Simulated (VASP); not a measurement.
# TaBiO in VASP: notebook

The runs below take TaBiO through single point, with PBE.

Program: VASP 6.6.1. These are calculated values, not measurements. Logs are shortened: lines on timing, memory, paths and dates and some standing lists are left out, and cuts for length are marked.

## (1) The cell of the first run

The typed cell holds 3 atoms: a = 3.071 Å, b = 3.071 Å, c = 5.883 Å, α = 90.00°, β = 90.00°, γ = 90.01°.

The cell was built from a structure type or drawn by symmetry, and may not be a known phase.

## (2) Single point, PBE

INCAR reads:

```
SYSTEM = TaBiO
  ALGO = Normal
  EDIFF = 1E-6
  ENCUT = 600
  GGA = PE
  GGA_COMPAT = .False.
  ISIF = 2
  ISMEAR = 0
  LASPH = .True.
  LCHARG = .False.
  LREAL = .False.
  LWAVE = .False.
  NBANDS = 23
  NELM = 120
  PREC = Accurate
  SIGMA = 0.15
```

KPOINTS reads:

```
k-points
0
Gamma
  4 4 3
  0 0 0
```

POSCAR reads:

```
TaBiO
1.0
    2.1715700253     -2.1721055673      0.0000000000
    2.1715700253      2.1721055673      0.0000000000
    0.0000000000      0.0000000000      5.8828186276
Ta Bi O
1 1 1
Direct
    0.5000000000      0.5000000000      0.5000000000
    0.5000000000      0.5000000000      0.0000000000
    0.0000000000      0.0000000000      0.5000000000
```

Potentials or basis: VASP PAW PBE potentials, release 64 (Ta_pv, Bi_d, O).

Started as:

```
cat potpaw_PBE.64/Ta_pv/POTCAR potpaw_PBE.64/Bi_d/POTCAR potpaw_PBE.64/O/POTCAR > POTCAR
mpirun -np 1 vasp_std > vasp.out
```

OUTCAR:

```text
SYSTEM = TaBiO
   EDIFF = 1E-6
   ENCUT = 600
   GGA = PE
   ISIF = 2
   ISMEAR = 0
   LASPH = .True.
   LREAL = .False.
   NELM = 120
   PREC = Accurate

 ion  position               nearest neighbor table
   1  0.500  0.500  0.500-   3 2.17   3 2.17   3 2.17   3 2.17   2 2.94   2 2.94
   2  0.500  0.500  0.000-   1 2.94   1 2.94
   3  0.000  0.000  0.500-   1 2.17   1 2.17   1 2.17   1 2.17

  LATTYP: Found a base centered orthorhombic cell.
 ALAT       =     4.3431400506
 B/A-ratio  =     1.0002466151
 C/A-ratio  =     1.3545081575

  Lattice vectors:

 A1 = (   2.1715700253,  -2.1721055673,   0.0000000000)
 A2 = (   2.1715700253,   2.1721055673,   0.0000000000)
 A3 = (   0.0000000000,   0.0000000000,   5.8828186276)

Analysis of symmetry for initial positions (statically):
=====================================================================
 Subroutine PRICEL returns:
 Original cell was already a primitive cell.

 Routine SETGRP: Setting up the symmetry group for a
 base centered orthorhombic supercell.

 Subroutine GETGRP returns: Found  8 space group operations
 (whereof  8 operations were pure point group operations)
 out of a pool of  8 trial point group operations.

The static configuration has the point symmetry D_2h.

Analysis of symmetry for dynamics (positions and initial velocities):
=====================================================================
 Subroutine PRICEL returns:
 Original cell was already a primitive cell.

 Routine SETGRP: Setting up the symmetry group for a
 base centered orthorhombic supercell.

 Subroutine GETGRP returns: Found  8 space group operations
 (whereof  8 operations were pure point group operations)
 out of a pool of  8 trial point group operations.

The dynamic configuration has the point symmetry D_2h.

 Subroutine INISYM returns: Found  8 space group operations
 (whereof  8 operations are pure point group operations),
 and found     1 'primitive' translations

----------------------------------------------------------------------------------------

                                     Primitive cell

  volume of cell :      55.4971

  direct lattice vectors                    reciprocal lattice vectors
[... 73 lines left out ...]
   LNONCOLLINEAR =      F non collinear calculations
   LSORBIT =      F    spin-orbit coupling
   LASPH  =      T    aspherical Exc in radial PAW
   ENCUT  =  600.0 eV  44.10 Ry    6.64 a.u.   6.13  6.13 11.75*2*pi/ulx,y,z
   NELM   =    120;   NELMIN=  2; NELMDL= -5     # of ELM steps
   EDIFF  = 0.1E-05   stopping-criterion for ELM
   LREAL  =      F    real-space projection
   EDIFFG = 0.1E-04   stopping-criterion for IOM
   NSW    =      0    number of steps for IOM
   IBRION =     -1    ionic relax: 0-MD 1-quasi-New 2-CG
   NFREE  =      0    steps in history (QN), initial steepest desc. (CG)
   ISIF   =      2    stress and relaxation
   ISYM   =      2    0-nonsym 1-usesym 2-fastsym
   POTIM  = 0.5000    time-step for ionic-motion
   TEBEG  =    0.0;   TEEND  =   0.0 temperature during run
   PSTRESS=    0.0 pullay stress
   NELECT =      32.0000    total number of electrons
   NUPDOWN=      -1.0000    fix difference up-down
   EMIN   =  10.00;   EMAX   =-10.00  energy-range for DOS
   EFERMI =   0.00;   METHOD = LEGACY
   ISMEAR =     0;   SIGMA  =   0.15  broadening in eV -4-tet -1-fermi 0-gaus
   EFERMI_NEDOS =   21; number of points for ismear=-14 and -15
   IALGO  =     38    algorithm
   IMIX   =      4    mixing-type and parameters
     AMIX     =   0.40;   BMIX     =  1.00
     AMIX_MAG =   1.60;   BMIX_MAG =  1.00
  volume/ion in A,a.u.               =      18.50       124.84
  Fermi-wavevector in a.u.,A,eV,Ry     =   1.362599  2.574939 25.261613  1.856676
  Thomas-Fermi vector in A             =   2.489075
   LORBIT       =      0    0 simple, 1 ext, 2 COOP (PROOUT), +10 PAW based schemes
   GGA     = PE    functional components
   LHFCALC =     F    Hartree Fock is set to
   AEXX    =    0.0000 exact exchange contribution
   IVDW    =     0    specifies the selected vdW correction
   LEPSILON=     F    determine dielectric tensor
   LRPA    =     F    only Hartree local field effects (RPA)
 non-spin polarized calculation
 Gauss-broadening in eV      SIGMA  =   0.15
  energy-cutoff  :      600.00
  volume of cell :       55.50
 maximum number of plane-waves:      1888
 NGX is ok and might be reduce to    28
   NGX = 13   NGY = 13   NGZ = 23

 number of electron      31.9999994 magnetization

 Free energy of the ion-electron system (eV)
  ---------------------------------------------------
  ext. energy  EPLUGINS =         0.00000000
  ---------------------------------------------------
  free energy    TOTEN  =       -22.75562904 eV

  energy without entropy =      -22.73178844  energy(sigma->0) =      -22.74370874

 E-fermi :   7.5719     XC(G=0): -11.2611

 val. band max:        7.5237267313   @ k =  -0.2500   0.2500   0.3333
 cond. band min:       7.6584170036   @ k =   0.5000   0.2500   0.3333
 fundamental gap:      0.1346902724
 Fermi energy:         7.5718641009

 k-point     1 :       0.0000    0.0000    0.0000
  band No.  band energies     occupation
      1     -28.3143      2.00000
      2     -28.3026      2.00000
      3     -28.3025      2.00000
      4     -15.4850      2.00000
      5     -15.2220      2.00000
      6     -14.9471      2.00000
[... 353 lines left out ...]
     22      12.4255      0.00000
     23      13.8863      0.00000

------------------------ aborting loop because EDIFF is reached ----------------------------------------

  FORCE on cell =-STRESS in cart. coord.  units (eV):
  Direction    XX          YY          ZZ          XY          YZ          ZX
  --------------------------------------------------------------------------------------
  -------------------------------------------------------------------------------------
  Total       -0.0737706     -0.0791753     -0.1166083      0.0000000      0.0000000      0.0000000
  in kB       -2.1297256     -2.2857566     -3.3664319      0.0000000      0.0000000      0.0000000
  external PRESSURE =      -2.5939714 kB  Pullay stress =       0.0000000 kB

 VOLUME and BASIS-vectors are now :
 -----------------------------------------------------------------------------
  energy-cutoff  :      600.00
  volume of cell :       55.50
      direct lattice vectors                 reciprocal lattice vectors
     2.171570025 -2.172105567  0.000000000     0.230248159 -0.230191390  0.000000000
     2.171570025  2.172105567  0.000000000     0.230248159  0.230191390  0.000000000
     0.000000000  0.000000000  5.882818628     0.000000000  0.000000000  0.169986543

 POSITION                                       TOTAL-FORCE (eV/Angst)
 -----------------------------------------------------------------------------------
      2.17157      0.00000      2.94141         0.000000      0.000000      0.000000
      2.17157      0.00000      0.00000        -0.000000     -0.000000      0.000000
      0.00000      0.00000      2.94141         0.000000      0.000000      0.000000
 -----------------------------------------------------------------------------------
    total drift:                                0.000000      0.000000      0.000000

  FREE ENERGIE OF THE ION-ELECTRON SYSTEM (eV)
  ---------------------------------------------------
  free  energy   TOTEN  =       -22.7556290368 eV

  energy  without entropy=      -22.7317884433  energy(sigma->0) =      -22.74370874
```

stdout:

```text
POSCAR found type information on POSCAR TaBiO
 POSCAR found :  3 types and       3 ions
 scaLAPACK will be used
 LDA part: xc-table for (Slater+PW92), standard interpolation
 POSCAR, INCAR and KPOINTS ok, starting setup
 FFT: planning ... GRIDC
 FFT: planning ... GRID_SOFT
 FFT: planning ... GRID
 WAVECAR not read
 entering main loop
```

It took 11 s on 1 thread of Intel Xeon 6975P-C (Granite Rapids), shared host; peak memory 0.19 GiB.

Results:

| Item | Value |
| --- | --- |
| Free energy | -22.7556 eV |
| Pressure | -0.3 GPa |
| Band gap on the k mesh | zero (bands 16 and 17 overlap by 2.81 eV) |

Caveat: the k points lie up to 0.51 Å⁻¹ apart, too coarse for converged energies and pressures of a metal; spin-orbit coupling is left out, which moves the levels of the heavy elements.

## (3) Single point, PBE

This run uses another cell than the first one, of 21.40 Å³/atom.

INCAR reads:

```
ALGO = Normal
EDIFF = 1E-6
ENCUT = 600
GGA = PE
GGA_COMPAT = F
ISIF = 2
ISMEAR = 0
LASPH = T
LCHARG = T
LELF = T
LREAL = F
LVHAR = T
LWAVE = F
NBANDS = 23
NELM = 120
PREC = Accurate
SIGMA = 0.15
```

KPOINTS reads:

```
k-points
0
Gamma
  4 4 3
```

POSCAR reads:

```
TaBiO
1.0
    3.2654447763      0.0000000000      0.0000000000
    0.0000000000      3.2654447763      0.0000000000
    0.0000000000      0.0000000000      6.0207383051
Ta Bi O
1 1 1
Direct
    0.0000000000      0.0000000000      0.0000000000
    0.0000000000      0.0000000000      0.5000000000
    0.5000000000      0.5000000000      0.5000000000
```

Potentials or basis: VASP PAW PBE potentials, release 64 (Ta_pv, Bi_d, O).

Started as:

```
cat potpaw_PBE.64/Ta_pv/POTCAR potpaw_PBE.64/Bi_d/POTCAR potpaw_PBE.64/O/POTCAR > POTCAR
mpirun -np 1 vasp_std > vasp.out
```

OUTCAR:

```text
EDIFF = 1E-6
   ENCUT = 600
   GGA = PE
   ISIF = 2
   ISMEAR = 0
   LASPH = T
   LREAL = F
   NELM = 120
   PREC = Accurate

 ion  position               nearest neighbor table
   1  0.000  0.000  0.000-   2 3.01   2 3.01
   2  0.000  0.000  0.500-   3 2.31   3 2.31   3 2.31   3 2.31   1 3.01   1 3.01
   3  0.500  0.500  0.500-   2 2.31   2 2.31   2 2.31   2 2.31

  LATTYP: Found a simple tetragonal cell.
 ALAT       =     3.2654447763
 C/A-ratio  =     1.8437728143

  Lattice vectors:

 A1 = (   3.2654447763,   0.0000000000,   0.0000000000)
 A2 = (   0.0000000000,   3.2654447763,   0.0000000000)
 A3 = (   0.0000000000,   0.0000000000,   6.0207383051)

Analysis of symmetry for initial positions (statically):
=====================================================================
 Subroutine PRICEL returns:
 Original cell was already a primitive cell.

 Routine SETGRP: Setting up the symmetry group for a
 simple tetragonal supercell.

 Subroutine GETGRP returns: Found 16 space group operations
 (whereof 16 operations were pure point group operations)
 out of a pool of 16 trial point group operations.

The static configuration has the point symmetry D_4h.

Analysis of symmetry for dynamics (positions and initial velocities):
=====================================================================
 Subroutine PRICEL returns:
 Original cell was already a primitive cell.

 Routine SETGRP: Setting up the symmetry group for a
 simple tetragonal supercell.

 Subroutine GETGRP returns: Found 16 space group operations
 (whereof 16 operations were pure point group operations)
 out of a pool of 16 trial point group operations.

The dynamic configuration has the point symmetry D_4h.

 Subroutine INISYM returns: Found 16 space group operations
 (whereof 16 operations are pure point group operations),
 and found     1 'primitive' translations

----------------------------------------------------------------------------------------

                                     Primitive cell

  volume of cell :      64.1999

  direct lattice vectors                    reciprocal lattice vectors
     3.265444776  0.000000000  0.000000000     0.306236996  0.000000000  0.000000000
     0.000000000  3.265444776  0.000000000     0.000000000  0.306236996  0.000000000
     0.000000000  0.000000000  6.020738305     0.000000000  0.000000000  0.166092587

  length of vectors
     3.265444776  3.265444776  6.020738305     0.306236996  0.306236996  0.166092587

  position of ions in fractional coordinates (direct lattice)
     0.000000000  0.000000000  0.000000000
     0.000000000  0.000000000  0.500000000
     0.500000000  0.500000000  0.500000000

  ion indices of the primitive-cell ions
   primitive index   ion index
                 1           1
                 2           2
                 3           3

----------------------------------------------------------------------------------------

 KPOINTS: k-points

Automatic generation of k-mesh.
 Grid dimensions read from file:
 generate k-points for:    4    4    3

 Generating k-lattice:

  Cartesian coordinates                     Fractional coordinates (reciprocal lattice)
     0.076559249  0.000000000  0.000000000     0.250000000  0.000000000  0.000000000
     0.000000000  0.076559249  0.000000000     0.000000000  0.250000000  0.000000000
     0.000000000  0.000000000  0.055364196     0.000000000  0.000000000  0.333333333

  Length of vectors
     0.076559249  0.076559249  0.055364196

  Shift w.r.t. Gamma in fractional coordinates (k-lattice)
     0.000000000  0.000000000  0.000000000

 Subroutine IBZKPT returns following result:
 ===========================================

 Found     12 irreducible k-points:

 Following reciprocal coordinates:
            Coordinates               Weight
  0.000000  0.000000  0.000000      1.000000
  0.250000  0.000000  0.000000      4.000000
  0.500000  0.000000  0.000000      2.000000
  0.250000  0.250000  0.000000      4.000000
  0.500000  0.250000  0.000000      4.000000
  0.500000  0.500000  0.000000      1.000000
  0.000000  0.000000  0.333333      2.000000
  0.250000  0.000000  0.333333      8.000000
  0.500000  0.000000  0.333333      4.000000
  0.250000  0.250000  0.333333      8.000000
  0.500000  0.250000  0.333333      8.000000
  0.500000  0.500000  0.333333      2.000000
   k-points           NKPTS =     12   k-points in BZ     NKDIM =     12   number of bands    NBANDS=     23
   number of dos      NEDOS =    301   number of ions     NIONS =      3
   total plane-waves  NPLWV =  37632
   dimension x,y,z NGX =    28 NGY =   28 NGZ =   48
   dimension x,y,z NGXF=    56 NGYF=   56 NGZF=   96
   ions per type =               1   1   1
   NGX,Y,Z   is equivalent  to a cutoff of  14.25, 14.25, 13.25 a.u.
   NGXF,Y,Z  is equivalent  to a cutoff of  28.51, 28.51, 26.51 a.u.
 SYSTEM =  unknown system
   PREC   = accura    normal or accurate (medium, high low for compatibility)
   ISTART =      0    job   : 0-new  1-cont  2-samecut
   ICHARG =      2    charge: 1-file 2-atom 10-const
   ISPIN  =      1    spin polarized calculation?
   LNONCOLLINEAR =      F non collinear calculations
   LSORBIT =      F    spin-orbit coupling
   LASPH  =      T    aspherical Exc in radial PAW
   ENCUT  =  600.0 eV  44.10 Ry    6.64 a.u.   6.52  6.52 12.02*2*pi/ulx,y,z
   NELM   =    120;   NELMIN=  2; NELMDL= -5     # of ELM steps
   EDIFF  = 0.1E-05   stopping-criterion for ELM
   LREAL  =      F    real-space projection
   EDIFFG = 0.1E-04   stopping-criterion for IOM
   NSW    =      0    number of steps for IOM
   IBRION =     -1    ionic relax: 0-MD 1-quasi-New 2-CG
   NFREE  =      0    steps in history (QN), initial steepest desc. (CG)
   ISIF   =      2    stress and relaxation
   ISYM   =      2    0-nonsym 1-usesym 2-fastsym
   POTIM  = 0.5000    time-step for ionic-motion
   TEBEG  =    0.0;   TEEND  =   0.0 temperature during run
   PSTRESS=    0.0 pullay stress
   NELECT =      32.0000    total number of electrons
   NUPDOWN=      -1.0000    fix difference up-down
   EMIN   =  10.00;   EMAX   =-10.00  energy-range for DOS
   EFERMI =   0.00;   METHOD = LEGACY
   ISMEAR =     0;   SIGMA  =   0.15  broadening in eV -4-tet -1-fermi 0-gaus
   EFERMI_NEDOS =   21; number of points for ismear=-14 and -15
   IALGO  =     38    algorithm
   IMIX   =      4    mixing-type and parameters
     AMIX     =   0.40;   BMIX     =  1.00
     AMIX_MAG =   1.60;   BMIX_MAG =  1.00
  volume/ion in A,a.u.               =      21.40       144.41
  Fermi-wavevector in a.u.,A,eV,Ry     =   1.298016  2.452894 22.923712  1.684845
  Thomas-Fermi vector in A             =   2.429371
   LORBIT       =      0    0 simple, 1 ext, 2 COOP (PROOUT), +10 PAW based schemes
   GGA     = PE    functional components
   LHFCALC =     F    Hartree Fock is set to
   AEXX    =    0.0000 exact exchange contribution
   IVDW    =     0    specifies the selected vdW correction
   LEPSILON=     F    determine dielectric tensor
   LRPA    =     F    only Hartree local field effects (RPA)
 non-spin polarized calculation
 Gauss-broadening in eV      SIGMA  =   0.15
  energy-cutoff  :      600.00
  volume of cell :       64.20
 maximum number of plane-waves:      2176
 NGX is ok and might be reduce to    28
   NGX = 13   NGY = 13   NGZ = 25

 number of electron      32.0000003 magnetization

 Free energy of the ion-electron system (eV)
  ---------------------------------------------------
  ext. energy  EPLUGINS =         0.00000000
  ---------------------------------------------------
  free energy    TOTEN  =       -18.42876362 eV

  energy without entropy =      -18.38748415  energy(sigma->0) =      -18.40812389

 E-fermi :   5.4036     XC(G=0): -10.5602

 val. band max:        5.3867905128   @ k =   0.2500   0.0000   0.0000
 cond. band min:       5.5337711145   @ k =   0.5000   0.2500   0.3333
 fundamental gap:      0.1469806017
 Fermi energy:         5.4035518260

 k-point     1 :       0.0000    0.0000    0.0000
  band No.  band energies     occupation
      1     -29.8084      2.00000
      2     -29.5405      2.00000
      3     -29.5405      2.00000
      4     -17.6552      2.00000
      5     -17.5853      2.00000
      6     -17.3007      2.00000
[... 301 lines left out ...]
     22      11.3621      0.00000
     23      11.3621      0.00000

------------------------ aborting loop because EDIFF is reached ----------------------------------------

  FORCE on cell =-STRESS in cart. coord.  units (eV):
  Direction    XX          YY          ZZ          XY          YZ          ZX
  --------------------------------------------------------------------------------------
  -------------------------------------------------------------------------------------
  Total       -0.0284429     -0.0284429     -0.0544568      0.0000000      0.0000000      0.0000000
  in kB       -0.7098233     -0.7098233     -1.3590265      0.0000000      0.0000000      0.0000000
  external PRESSURE =      -0.9262244 kB  Pullay stress =       0.0000000 kB

 VOLUME and BASIS-vectors are now :
 -----------------------------------------------------------------------------
  energy-cutoff  :      600.00
  volume of cell :       64.20
      direct lattice vectors                 reciprocal lattice vectors
     3.265444776  0.000000000  0.000000000     0.306236996  0.000000000  0.000000000
     0.000000000  3.265444776  0.000000000     0.000000000  0.306236996  0.000000000
     0.000000000  0.000000000  6.020738305     0.000000000  0.000000000  0.166092587

 POSITION                                       TOTAL-FORCE (eV/Angst)
 -----------------------------------------------------------------------------------
      0.00000      0.00000      0.00000         0.000000      0.000000      0.000000
      0.00000      0.00000      3.01037         0.000000      0.000000      0.000000
      1.63272      1.63272      3.01037         0.000000      0.000000      0.000000
 -----------------------------------------------------------------------------------
    total drift:                               -0.000000      0.000000      0.000000

  FREE ENERGIE OF THE ION-ELECTRON SYSTEM (eV)
  ---------------------------------------------------
  free  energy   TOTEN  =       -18.4287636216 eV

  energy  without entropy=      -18.3874841524  energy(sigma->0) =      -18.40812389
```

stdout:

```text
POSCAR found type information on POSCAR TaBiO
 POSCAR found :  3 types and       3 ions
 scaLAPACK will be used
 LDA part: xc-table for (Slater+PW92), standard interpolation
 POSCAR, INCAR and KPOINTS ok, starting setup
 FFT: planning ... GRIDC
 FFT: planning ... GRID_SOFT
 FFT: planning ... GRID
 WAVECAR not read
 entering main loop
```

It took 12 s on 1 thread of Intel Xeon 6975P-C (Granite Rapids), shared host; peak memory 0.2 GiB.

What came out:

```yaml
Free_energy: -18.4288 eV
Pressure: -0.1 GPa
Band_gap_on_the_k_mesh: zero (bands 16 and 17 overlap by 0.74 eV)
```

Levels at points of the mesh, in eV from the Fermi level:
```
           k point  band 14  band 15  band 16  band 17  band 18  band 19
(0.00, 0.00, 0.00)    -3.93    -1.25     0.51     0.91     1.76     1.76
(0.50, 0.00, 0.00)    -1.35    -0.98    -0.76    -0.20     1.46     2.04
(0.50, 0.50, 0.00)    -1.48    -0.35    -0.35     0.63     1.74     3.21
```

Caveat: the k points lie up to 0.48 Å⁻¹ apart, too coarse for converged energies and pressures of a metal; spin-orbit coupling is left out, which moves the levels of the heavy elements.
